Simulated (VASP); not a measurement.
# GaSb (zincblende type) (F-43m) in VASP: a series of runs

GaSb (zincblende type) is run at these levels: PBE; tasks: single point.

Everything below comes from runs of VASP 6.6.1. Logs are shortened: lines on timing, memory, paths and dates and some standing lists are left out, and cuts for length are marked.

### Step 1. The cell of the first run

Symmetry: F-43m, No. 216, cubic system. Conventional cell: a = 5.092 Å, b = 5.092 Å, c = 5.092 Å, α = 90.00°, β = 90.00°, γ = 90.00°. Ga (site symmetry -43m) has 4 Sb at 2.20 Å within 2.9 Å. Within 2.9 Å of Sb (site symmetry -43m) lie 4 Ga at 2.20 Å.

### Step 2. Single point, PBE (volume scaled by 0.55)

Input file INCAR:

```
SYSTEM = GaSb
  PREC = Accurate
  ENCUT = 520
  EDIFF = 1E-7
  ISMEAR = -1
  SIGMA = 0.05
  LREAL = .False.
  LASPH = .True.
  NELM = 60
  ALGO = Normal
  ISIF = 2
  LWAVE = .False.
  LCHARG = .True.
  GGA = PE
  LELF = .True.
  LVHAR = .True.
  NBANDS = 16
```

Input file KPOINTS:

```
Automatic mesh
0
Gamma
  12 12 12
  0 0 0
```

Input file POSCAR:

```
GaSb
1.0
    0.0000000000      2.5458216849      2.5458216849
    2.5458216849      0.0000000000      2.5458216849
    2.5458216849      2.5458216849      0.0000000000
Ga Sb
1 1
Direct
    0.0000000000      0.0000000000      0.0000000000
    0.2500000000      0.2500000000      0.2500000000
```

Potentials or basis: VASP PAW PBE potentials, release 64 (Ga_d, Sb).

Started as:

```
$ cat potpaw_PBE.64/Ga_d/POTCAR potpaw_PBE.64/Sb/POTCAR > POTCAR
$ mpirun -np 1 vasp_std > vasp.out
```

OUTCAR:

```text
SYSTEM = GaSb
   PREC = Accurate
   ENCUT = 520
   EDIFF = 1E-7
   ISMEAR = -1
   LREAL = .False.
   LASPH = .True.
   NELM = 60
   ISIF = 2
   GGA = PE

 ion  position               nearest neighbor table
   1  0.000  0.000  0.000-   2 2.20   2 2.20   2 2.20   2 2.20
   2  0.250  0.250  0.250-   1 2.20   1 2.20   1 2.20   1 2.20

  LATTYP: Found a face centered cubic cell.
 ALAT       =     5.0916433698

  Lattice vectors:

 A1 = (   0.0000000000,   2.5458216849,   2.5458216849)
 A2 = (   2.5458216849,   0.0000000000,   2.5458216849)
 A3 = (   2.5458216849,   2.5458216849,   0.0000000000)

Analysis of symmetry for initial positions (statically):
=====================================================================
 Subroutine PRICEL returns:
 Original cell was already a primitive cell.

 Routine SETGRP: Setting up the symmetry group for a
 face centered cubic supercell.

 Subroutine GETGRP returns: Found 24 space group operations
 (whereof 24 operations were pure point group operations)
 out of a pool of 48 trial point group operations.

The static configuration has the point symmetry T_d .

Analysis of symmetry for dynamics (positions and initial velocities):
=====================================================================
 Subroutine PRICEL returns:
 Original cell was already a primitive cell.

 Routine SETGRP: Setting up the symmetry group for a
 face centered cubic supercell.

 Subroutine GETGRP returns: Found 24 space group operations
 (whereof 24 operations were pure point group operations)
 out of a pool of 48 trial point group operations.

The dynamic configuration has the point symmetry T_d .

 Subroutine INISYM returns: Found 24 space group operations
 (whereof 24 operations are pure point group operations),
 and found     1 'primitive' translations

----------------------------------------------------------------------------------------

                                     Primitive cell

  volume of cell :      33.0000

  direct lattice vectors                    reciprocal lattice vectors
     0.000000000  2.545821685  2.545821685    -0.196400244  0.196400244  0.196400244
     2.545821685  0.000000000  2.545821685     0.196400244 -0.196400244  0.196400244
     2.545821685  2.545821685  0.000000000     0.196400244  0.196400244 -0.196400244

  length of vectors
     3.600335554  3.600335554  3.600335554     0.340175201  0.340175201  0.340175201

[... 73 lines left out ...]
   ICHARG =      2    charge: 1-file 2-atom 10-const
   ISPIN  =      1    spin polarized calculation?
   LNONCOLLINEAR =      F non collinear calculations
   LSORBIT =      F    spin-orbit coupling
   LASPH  =      T    aspherical Exc in radial PAW
   ENCUT  =  520.0 eV  38.22 Ry    6.18 a.u.   6.69  6.69  6.69*2*pi/ulx,y,z
   NELM   =     60;   NELMIN=  2; NELMDL= -5     # of ELM steps
   EDIFF  = 0.1E-06   stopping-criterion for ELM
   LREAL  =      F    real-space projection
   EDIFFG = 0.1E-05   stopping-criterion for IOM
   NSW    =      0    number of steps for IOM
   IBRION =     -1    ionic relax: 0-MD 1-quasi-New 2-CG
   NFREE  =      0    steps in history (QN), initial steepest desc. (CG)
   ISIF   =      2    stress and relaxation
   ISYM   =      2    0-nonsym 1-usesym 2-fastsym
   POTIM  = 0.5000    time-step for ionic-motion
   TEBEG  =    0.0;   TEEND  =   0.0 temperature during run
   PSTRESS=    0.0 pullay stress
   NELECT =      18.0000    total number of electrons
   NUPDOWN=      -1.0000    fix difference up-down
   EMIN   =  10.00;   EMAX   =-10.00  energy-range for DOS
   EFERMI =   0.00;   METHOD = LEGACY
   ISMEAR =    -1;   SIGMA  =   0.05  broadening in eV -4-tet -1-fermi 0-gaus
   EFERMI_NEDOS =   21; number of points for ismear=-14 and -15
   IALGO  =     38    algorithm
   IMIX   =      4    mixing-type and parameters
     AMIX     =   0.40;   BMIX     =  1.00
     AMIX_MAG =   1.60;   BMIX_MAG =  1.00
  volume/ion in A,a.u.               =      16.50       111.35
  Fermi-wavevector in a.u.,A,eV,Ry     =   1.337604  2.527706 24.343347  1.789186
  Thomas-Fermi vector in A             =   2.466140
   LORBIT       =      0    0 simple, 1 ext, 2 COOP (PROOUT), +10 PAW based schemes
   GGA     = PE    functional components
   LHFCALC =     F    Hartree Fock is set to
   AEXX    =    0.0000 exact exchange contribution
   IVDW    =     0    specifies the selected vdW correction
   LEPSILON=     F    determine dielectric tensor
   LRPA    =     F    only Hartree local field effects (RPA)
 non-spin polarized calculation
  energy-cutoff  :      520.00
  volume of cell :       33.00
 maximum number of plane-waves:       911
   NGX = 13   NGY = 13   NGZ = 13

 number of electron      17.9999990 magnetization

 Free energy of the ion-electron system (eV)
  ---------------------------------------------------
  ext. energy  EPLUGINS =         0.00000000
  ---------------------------------------------------
  free energy    TOTEN  =        -2.17679642 eV

  energy without entropy =       -2.17443606  energy(sigma->0) =       -2.17561624

 E-fermi :  12.3175     XC(G=0): -11.7456

 val. band max:       12.3166748734   @ k =   0.5000   0.5000   0.0000
 cond. band min:      12.3398534659   @ k =   0.0833   0.0000   0.0000
 fundamental gap:      0.0231785925
 Fermi energy:        12.3174564792

 k-point     1 :       0.0000    0.0000    0.0000
  band No.  band energies     occupation
      1      -4.9198      2.00000
      2      -4.9198      2.00000
      3      -4.9198      2.00000
      4      -4.7064      2.00000
      5      -4.7064      2.00000
      6      -4.3006      2.00000
[... 433 lines left out ...]
      3      -4.8456      2.00000
      4      -4.7250      2.00000
      5      -4.7160      2.00000
      6      -0.3837      2.00000
[... 8 lines left out ...]
     15      22.3605      0.00000
     16      23.2988      0.00000

 [... further k-points ...]
[... 5 lines left out ...]
  --------------------------------------------------------------------------------------
  -------------------------------------------------------------------------------------
  Total       21.8747109     21.8747109     21.8747109      0.0000000      0.0000000      0.0000000
  in kB     1062.0353291   1062.0353291   1062.0353291      0.0000000      0.0000000      0.0000000
  external PRESSURE =    1062.0353291 kB  Pullay stress =       0.0000000 kB

 VOLUME and BASIS-vectors are now :
 -----------------------------------------------------------------------------
  energy-cutoff  :      520.00
  volume of cell :       33.00
      direct lattice vectors                 reciprocal lattice vectors
     0.000000000  2.545821685  2.545821685    -0.196400244  0.196400244  0.196400244
     2.545821685  0.000000000  2.545821685     0.196400244 -0.196400244  0.196400244
     2.545821685  2.545821685  0.000000000     0.196400244  0.196400244 -0.196400244

 POSITION                                       TOTAL-FORCE (eV/Angst)
 -----------------------------------------------------------------------------------
      0.00000      0.00000      0.00000         0.000000      0.000000      0.000000
      1.27291      1.27291      1.27291        -0.000000      0.000000     -0.000000
 -----------------------------------------------------------------------------------
    total drift:                               -0.000001     -0.000001     -0.000002

  FREE ENERGIE OF THE ION-ELECTRON SYSTEM (eV)
  ---------------------------------------------------
  free  energy   TOTEN  =        -2.1767964232 eV

  energy  without entropy=       -2.1744360551  energy(sigma->0) =       -2.17561624
```

It took 39 s on 1 thread of Intel Xeon 6975P-C, shared host; peak memory 0.19 GiB.

What came out:

```
Free energy            : -2.1768 eV
Pressure               : 106.2 GPa
Band gap on the k mesh : zero (band 9 reaches 12.71 eV, above the bottom of band 10 at 12.12 eV)
```

Caveat: spin-orbit coupling is left out, which moves the levels of the heavy elements.

### Step 3. Single point, PBE (volume scaled by 0.55)

Input file INCAR:

```
PREC = Accurate ; ENCUT = 520
EDIFF = 1E-6 ; ISMEAR = -1
SIGMA = 0.05 ; LREAL = False
LASPH = True ; NELM = 80
ALGO = Normal ; ISIF = 2
LWAVE = False ; LCHARG = False
GGA = PE ; NBANDS = 16
```

Input file KPOINTS:

```
regular mesh
0
Gamma
  12 12 12
```

POSCAR is that of step 2.

Potentials or basis: VASP PAW PBE potentials, release 64 (Ga_d, Sb).

Started as:

```
$ cat potpaw_PBE.64/Ga_d/POTCAR potpaw_PBE.64/Sb/POTCAR > POTCAR
$ mpirun -np 1 vasp_std > vasp.out
```

Run time: 31 s. Hardware: 1 thread of Intel Xeon 6975P-C, shared host; peak memory 0.19 GiB.

It converged, with:

| Property | Result |
| --- | --- |
| Free energy | -2.1768 eV |
| Pressure | 106.1 GPa |
| Band gap on the k mesh | zero (band 9 reaches 12.71 eV, above the bottom of band 10 at 12.12 eV) |

Levels at points of the mesh, in eV from the Fermi level:
```tsv
k point	band 6	band 7	band 8	band 9	band 10	band 11	band 12	band 13
(0.00, 0.00, 0.00)	-16.62	0.39	0.39	0.39	2.55	2.55	2.55	4.66
(0.50, 0.00, 0.00)	-13.01	-10.27	-2.08	-2.08	2.24	3.56	3.56	5.41
(0.50, 0.50, 0.00)	-11.27	-10.08	-5.00	-5.00	-0.11	0.00	12.67	12.67
```

Caveat: spin-orbit coupling is left out, which moves the levels of the heavy elements.

### Step 4. Single point, PBE (volume scaled by 0.64)

Input file INCAR:

```
SYSTEM = GaSb
PREC     = Accurate       ! precision mode
ENCUT    = 520            ! plane-wave cutoff, eV
EDIFF    = 1E-6           ! SCF threshold, eV
ISMEAR   = -1             ! smearing method
SIGMA    = 0.05           ! smearing width, eV
LREAL    = .FALSE.        ! projectors in reciprocal space
LASPH    = .TRUE.         ! aspherical terms in the spheres
NELM     = 60             ! most SCF steps
ALGO     = Normal         ! electronic algorithm
ISIF     = 2              ! what is computed and relaxed
LWAVE    = .FALSE.        ! write WAVECAR
LCHARG   = .FALSE.        ! write CHGCAR
GGA      = PE             ! functional
NBANDS   = 16             ! bands
```

Input file KPOINTS:

```
regular mesh
0
G
  12 12 12
  0 0 0
```

Input file POSCAR:

```
GaSb
1.0
    0.0000000000      2.6777318004      2.6777318004
    2.6777318004      0.0000000000      2.6777318004
    2.6777318004      2.6777318004      0.0000000000
Ga Sb
1 1
Direct
    0.0000000000      0.0000000000      0.0000000000
    0.2500000000      0.2500000000      0.2500000000
```

Started as:

```
$ cat potpaw_PBE.64/Ga_d/POTCAR potpaw_PBE.64/Sb/POTCAR > POTCAR
$ mpirun -np 1 vasp_std > vasp.out
```

Wall time 35 s (1 thread of Intel Xeon 6975P-C, shared host); peak memory 0.19 GiB.

It converged, with:

* Free energy: -4.8370 eV
* Pressure: 56.7 GPa
* Band gap on the k mesh: zero (band 9 reaches 10.05 eV, above the bottom of band 10 at 10.00 eV)

Levels at points of the mesh, in eV from the Fermi level:
| k point | band 6 | band 7 | band 8 | band 9 | band 10 | band 11 | band 12 | band 13 |
| --- | --- | --- | --- | --- | --- | --- | --- | --- |
| (0.00, 0.00, 0.00) | -15.04 | 0.06 | 0.06 | 0.06 | 2.50 | 2.50 | 2.50 | 3.26 |
| (0.50, 0.00, 0.00) | -12.11 | -9.07 | -1.94 | -1.94 | 1.47 | 3.53 | 3.53 | 5.73 |
| (0.50, 0.50, 0.00) | -10.62 | -9.15 | -4.34 | -4.34 | 0.11 | 0.25 | 11.43 | 11.43 |

Caveat: spin-orbit coupling is left out, which moves the levels of the heavy elements.
